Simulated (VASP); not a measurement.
# O2 in VASP: a series of runs

O2 is run at these levels: LDA; tasks: single point, relaxation of the atoms.

Program: VASP 6.6.1. These are calculated values, not measurements. Logs are shortened: lines on timing, memory, paths and dates and some standing lists are left out, and cuts for length are marked.

**1. The cell of the first run**

The cell holds a molecule in a box, 2 atoms: a = 10.000 Å, b = 10.300 Å, c = 10.600 Å, α = 90.00°, β = 90.00°, γ = 90.00°.

**2. Single point, LDA, collinear spin, ferromagnetic start**

Contents of INCAR:

```
SYSTEM = O
PREC = Accurate ; ENCUT = 520
EDIFF = 1E-6 ; ISMEAR = 0
SIGMA = 0.01 ; LREAL = .FALSE.
LASPH = .TRUE. ; NELM = 200
ALGO = Normal ; ISIF = 2
LWAVE = .FALSE. ; LCHARG = .FALSE.
ISPIN = 2 ; MAGMOM = 1 1
LORBIT = 11 ; NBANDS = 17
GGA_COMPAT = .FALSE. ; NELMDL = -8
```

Contents of KPOINTS:

```
regular mesh
0
G
  1 1 1
  0 0 0
```

Contents of POSCAR:

```
O
1.0
   10.0000000000      0.0000000000      0.0000000000
    0.0000000000     10.3000000000      0.0000000000
    0.0000000000      0.0000000000     10.6000000000
O
2
Direct
    0.5000000000      0.4854368932      0.4150991473
    0.5000000000      0.4854368932      0.5282970791
```

Potentials or basis: VASP PAW LDA potentials, release 64 (O).

On the command line:

```sh
cat potpaw_LDA.64/O/POTCAR > POTCAR
mpirun -np 1 vasp_gam > vasp.out
```

OUTCAR:

```text
SYSTEM = O
   PREC = Accurate
   ENCUT = 520
   EDIFF = 1E-6
   ISMEAR = 0
   LREAL = .FALSE.
   LASPH = .TRUE.
   NELM = 200
   ISIF = 2
   ISPIN = 2
   LORBIT = 11
   NELMDL = -8

 ion  position               nearest neighbor table
   1  0.500  0.485  0.415-   2 1.20
   2  0.500  0.485  0.528-   1 1.20

  LATTYP: Found a simple orthorhombic cell.
 ALAT       =    10.0000000000
 B/A-ratio  =     1.0300000000
 C/A-ratio  =     1.0600000000

  Lattice vectors:

 A1 = (  10.0000000000,   0.0000000000,   0.0000000000)
 A2 = (   0.0000000000,  10.3000000000,   0.0000000000)
 A3 = (   0.0000000000,   0.0000000000,  10.6000000000)

Analysis of symmetry for initial positions (statically):
=====================================================================
 Subroutine PRICEL returns:
 Original cell was already a primitive cell.

 Routine SETGRP: Setting up the symmetry group for a
 simple orthorhombic supercell.

 Subroutine GETGRP returns: Found  8 space group operations
 (whereof  2 operations were pure point group operations)
 out of a pool of  8 trial point group operations.

The static configuration has the point symmetry C_1h.
 The point group associated with its full space group is D_2h.

Analysis of symmetry for dynamics (positions and initial velocities):
=====================================================================
 Subroutine PRICEL returns:
 Original cell was already a primitive cell.

 Routine SETGRP: Setting up the symmetry group for a
 simple orthorhombic supercell.

 Subroutine GETGRP returns: Found  8 space group operations
 (whereof  2 operations were pure point group operations)
 out of a pool of  8 trial point group operations.

The dynamic configuration has the point symmetry C_1h.
 The point group associated with its full space group is D_2h.

Analysis of structural, dynamic, and magnetic symmetry:
=====================================================================
 Subroutine PRICEL returns:
 Original cell was already a primitive cell.

 Routine SETGRP: Setting up the symmetry group for a
 simple orthorhombic supercell.

 Subroutine GETGRP returns: Found  8 space group operations
 (whereof  2 operations were pure point group operations)
 out of a pool of  8 trial point group operations.

The overall configuration has the point symmetry C_1h.
 The point group associated with its full space group is D_2h.

 Subroutine INISYM returns: Found  8 space group operations
 (whereof  2 operations are pure point group operations),
 and found     1 'primitive' translations

----------------------------------------------------------------------------------------

                                     Primitive cell

  volume of cell :    1091.8000

  direct lattice vectors                    reciprocal lattice vectors
    10.000000000  0.000000000  0.000000000     0.100000000  0.000000000  0.000000000
     0.000000000 10.300000000  0.000000000     0.000000000  0.097087379  0.000000000
     0.000000000  0.000000000 10.600000000     0.000000000  0.000000000  0.094339623

  length of vectors
    10.000000000 10.300000000 10.600000000     0.100000000  0.097087379  0.094339623

  position of ions in fractional coordinates (direct lattice)
     0.500000000  0.485436893  0.415099147
     0.500000000  0.485436893  0.528297079

  ion indices of the primitive-cell ions
   primitive index   ion index
                 1           1
                 2           2

----------------------------------------------------------------------------------------

 KPOINTS: regular mesh

Automatic generation of k-mesh.
 Grid dimensions read from file:
 generate k-points for:    1    1    1

 Generating k-lattice:

  Cartesian coordinates                     Fractional coordinates (reciprocal lattice)
     0.100000000  0.000000000  0.000000000     1.000000000  0.000000000  0.000000000
     0.000000000  0.097087379  0.000000000     0.000000000  1.000000000  0.000000000
     0.000000000  0.000000000  0.094339623     0.000000000  0.000000000  1.000000000

  Length of vectors
     0.100000000  0.097087379  0.094339623

  Shift w.r.t. Gamma in fractional coordinates (k-lattice)
     0.000000000  0.000000000  0.000000000

 Subroutine IBZKPT returns following result:
 ===========================================

 Found      1 irreducible k-points:

 Following reciprocal coordinates:
            Coordinates               Weight
  0.000000  0.000000  0.000000      1.000000
   k-points           NKPTS =      1   k-points in BZ     NKDIM =      1   number of bands    NBANDS=     17
   number of dos      NEDOS =    301   number of ions     NIONS =      2
   total plane-waves  NPLWV = 512000
   dimension x,y,z NGX =    80 NGY =   80 NGZ =   80
   dimension x,y,z NGXF=   160 NGYF=  160 NGZF=  160
   ions per type =               2
   NGX,Y,Z   is equivalent  to a cutoff of  13.30, 12.91, 12.55 a.u.
   NGXF,Y,Z  is equivalent  to a cutoff of  26.60, 25.82, 25.09 a.u.
 SYSTEM =  O
   PREC   = accura    normal or accurate (medium, high low for compatibility)
   ISTART =      0    job   : 0-new  1-cont  2-samecut
   ICHARG =      2    charge: 1-file 2-atom 10-const
   ISPIN  =      2    spin polarized calculation?
   LNONCOLLINEAR =      F non collinear calculations
   LSORBIT =      F    spin-orbit coupling
   LASPH  =      T    aspherical Exc in radial PAW
   ENCUT  =  520.0 eV  38.22 Ry    6.18 a.u.  18.59 19.15 19.71*2*pi/ulx,y,z
   NELM   =    200;   NELMIN=  2; NELMDL= -8     # of ELM steps
   EDIFF  = 0.1E-05   stopping-criterion for ELM
   LREAL  =      F    real-space projection
   EDIFFG = 0.1E-04   stopping-criterion for IOM
   NSW    =      0    number of steps for IOM
   IBRION =     -1    ionic relax: 0-MD 1-quasi-New 2-CG
   NFREE  =      0    steps in history (QN), initial steepest desc. (CG)
   ISIF   =      2    stress and relaxation
   ISYM   =      2    0-nonsym 1-usesym 2-fastsym
   POTIM  = 0.5000    time-step for ionic-motion
   TEBEG  =    0.0;   TEEND  =   0.0 temperature during run
   PSTRESS=    0.0 pullay stress
   NELECT =      12.0000    total number of electrons
   NUPDOWN=      -1.0000    fix difference up-down
   EMIN   =  10.00;   EMAX   =-10.00  energy-range for DOS
   EFERMI =   0.00;   METHOD = LEGACY
   ISMEAR =     0;   SIGMA  =   0.01  broadening in eV -4-tet -1-fermi 0-gaus
   EFERMI_NEDOS =   21; number of points for ismear=-14 and -15
   IALGO  =     38    algorithm
   IMIX   =      4    mixing-type and parameters
     AMIX     =   0.40;   BMIX     =  1.00
     AMIX_MAG =   1.60;   BMIX_MAG =  1.00
  volume/ion in A,a.u.               =     545.90      3683.92
  Fermi-wavevector in a.u.,A,eV,Ry     =   0.363988  0.687838  1.802603  0.132488
  Thomas-Fermi vector in A             =   1.286464
   LORBIT       =     11    0 simple, 1 ext, 2 COOP (PROOUT), +10 PAW based schemes
   GGA     = CA    functional components
   LHFCALC =     F    Hartree Fock is set to
   AEXX    =    0.0000 exact exchange contribution
   IVDW    =     0    specifies the selected vdW correction
   LEPSILON=     F    determine dielectric tensor
   LRPA    =     F    only Hartree local field effects (RPA)
 spin polarized calculation
 Gauss-broadening in eV      SIGMA  =   0.01
  energy-cutoff  :      520.00
  volume of cell :     1091.80
 maximum number of plane-waves:     14695
 NGX is ok and might be reduce to    80
   NGX = 37   NGY = 39   NGZ = 39

 number of electron      11.9999998 magnetization       1.9999996

 Free energy of the ion-electron system (eV)
  ---------------------------------------------------
  ext. energy  EPLUGINS =         0.00000000
  ---------------------------------------------------
  free energy    TOTEN  =       -10.45802655 eV

  energy without entropy =      -10.45802655  energy(sigma->0) =      -10.45802655

 E-fermi :  -6.6268     XC(G=0):  -0.4917

 val. band max:       -6.7154352426   @ k =   0.0000   0.0000   0.0000
 cond. band min:      -4.7503976408   @ k =   0.0000   0.0000   0.0000
 fundamental gap:      1.9650376018
 Fermi energy:        -6.6267533934

 spin component 1

 k-point     1 :       0.0000    0.0000    0.0000
  band No.  band energies     occupation
      1     -33.1857      1.00000
      2     -20.0665      1.00000
      3     -13.6826      1.00000
      4     -13.6826      1.00000
      5     -13.6671      1.00000
      6      -6.7155      1.00000
[... 9 lines left out ...]
     16       2.4749      0.00000
     17       2.5182      0.00000
 Fermi energy:        -6.6267533934

 spin component 2

 k-point     1 :       0.0000    0.0000    0.0000
  band No.  band energies     occupation
      1     -31.9684      1.00000
      2     -18.4467      1.00000
      3     -12.5710      1.00000
      4     -12.0370      1.00000
      5     -12.0370      1.00000
      6      -4.7504      0.00000
[... 9 lines left out ...]
     16       2.5177      0.00000
     17       2.5639      0.00000

------------------------ aborting loop because EDIFF is reached ----------------------------------------

  FORCE on cell =-STRESS in cart. coord.  units (eV):
  Direction    XX          YY          ZZ          XY          YZ          ZX
  --------------------------------------------------------------------------------------
  -------------------------------------------------------------------------------------
  Total       -0.0678245     -0.0667957      2.0547768     -0.0000000     -0.0000000      0.0000000
  in kB       -0.0995300     -0.0980204      3.0153113     -0.0000000     -0.0000000      0.0000000
  external PRESSURE =       0.9392536 kB  Pullay stress =       0.0000000 kB

 VOLUME and BASIS-vectors are now :
 -----------------------------------------------------------------------------
  energy-cutoff  :      520.00
  volume of cell :     1091.80
      direct lattice vectors                 reciprocal lattice vectors
    10.000000000  0.000000000  0.000000000     0.100000000  0.000000000  0.000000000
     0.000000000 10.300000000  0.000000000     0.000000000  0.097087379  0.000000000
     0.000000000  0.000000000 10.600000000     0.000000000  0.000000000  0.094339623

 POSITION                                       TOTAL-FORCE (eV/Angst)
 -----------------------------------------------------------------------------------
      5.00000      5.00000      4.40005         0.000000      0.000000     -1.778212
      5.00000      5.00000      5.59995         0.000000      0.000000      1.778212
 -----------------------------------------------------------------------------------
    total drift:                                0.000000     -0.000146      0.000012

  FREE ENERGIE OF THE ION-ELECTRON SYSTEM (eV)
  ---------------------------------------------------
  free  energy   TOTEN  =       -10.4580265518 eV

  energy  without entropy=      -10.4580265518  energy(sigma->0) =      -10.45802655

 total charge

# of ion       s       p       d       tot
------------------------------------------
    1        1.602   3.321   0.000   4.924
    2        1.602   3.321   0.000   4.924
--------------------------------------------------
tot          3.205   6.643   0.000   9.847

 magnetization (x)

# of ion       s       p       d       tot
------------------------------------------
    1        0.008   0.795   0.000   0.803
    2        0.008   0.795   0.000   0.803
--------------------------------------------------
tot          0.016   1.590   0.000   1.606
```

Wall time 57 s (1 thread of AMD EPYC 7R43 (Zen 3), shared host); peak memory 0.74 GiB.

What came out:

```
Free energy                                           : -10.4580 eV
Largest force                                         : 1.778 eV/Å
Gap between the frontier levels                       : 1.97 eV
Net moment                                            : 2.00 μB per cell
Site moments                                          : O +0.80 μB
Valence electrons inside the program's atomic spheres : O 4.92
```

Forces on the atoms (eV/Å):
```
O    0.000  0.000 -1.778
O    0.000  0.000  1.778
```

Caveat: the standard files for N, O and F lose accuracy on very short bonds.

**3. Relaxation of the atoms, LDA, collinear spin, ferromagnetic start**

Contents of INCAR:

```
SYSTEM = O
PREC = Accurate ; ENCUT = 520
EDIFF = 1E-7 ; ISMEAR = 0
SIGMA = 0.01 ; LREAL = .False.
LASPH = .True. ; NELM = 200
ALGO = Normal ; ISIF = 2
LWAVE = .False. ; LCHARG = .False.
ISPIN = 2 ; MAGMOM = 1 1
LORBIT = 11 ; GGA = CA
IBRION = 2 ; NSW = 80
EDIFFG = -0.01 ; GGA_COMPAT = .False.
NELMIN = 4 ; NELMDL = -8
```

Contents of KPOINTS:

```
regular mesh
0
Gamma
  1 1 1
  0 0 0
```

Contents of POSCAR:

```
O
1.0
   10.0000000000      0.0000000000      0.0000000000
    0.0000000000     10.3000000000      0.0000000000
    0.0000000000      0.0000000000     10.6000000000
O
2
Direct
    0.5000000000      0.4854368932      0.4141509434
    0.5000000000      0.4854368932      0.5292452830
```

Potentials or basis: VASP PAW LDA potentials, release 64 (O).

On the command line:

```sh
cat potpaw_LDA.64/O/POTCAR > POTCAR
mpirun -np 1 vasp_gam > vasp.out
```

It took 1.9 min on 1 thread of AMD EPYC 7R43 (Zen 3), shared host; peak memory 0.74 GiB.

Results (log left out):

| Quantity | Value |
| --- | --- |
| Free energy | -10.4763 eV |
| Energy gained by relaxing | 0.0 meV/atom |
| Ionic steps | 3 |
| Gap between the frontier levels | 1.97 eV |
| Net moment | 2.00 μB per cell |
| Site moments | O +0.81 μB |
| Valence electrons inside the program's atomic spheres | O 4.89 |

Final structure:
```
O
1.0
    10.00000    0.00000    0.00000
     0.00000   10.30000    0.00000
     0.00000    0.00000   10.60000
O
2
Cartesian
  5.0000 5.0000 4.3895
  5.0000 5.0000 5.6105
```

Levels at points of the mesh, in eV from the valence-band top:
Spin up:
| k point | band 5 | band 6 | band 7 | band 8 | band 9 | band 10 |
| --- | --- | --- | --- | --- | --- | --- |
| (0.00, 0.00, 0.00) | -6.60 | 0.00 | 0.00 | 6.67 | 7.74 | 7.98 |
Spin down:
| k point | band 1 | band 2 | band 3 | band 4 | band 5 | band 6 | band 7 | band 8 | band 9 | band 10 |
| --- | --- | --- | --- | --- | --- | --- | --- | --- | --- | --- |
| (0.00, 0.00, 0.00) | -24.61 | -11.73 | -5.65 | -4.96 | -4.96 | 1.97 | 1.97 | 6.71 | 7.87 | 8.03 |

Caveat: the standard files for N, O and F lose accuracy on very short bonds.
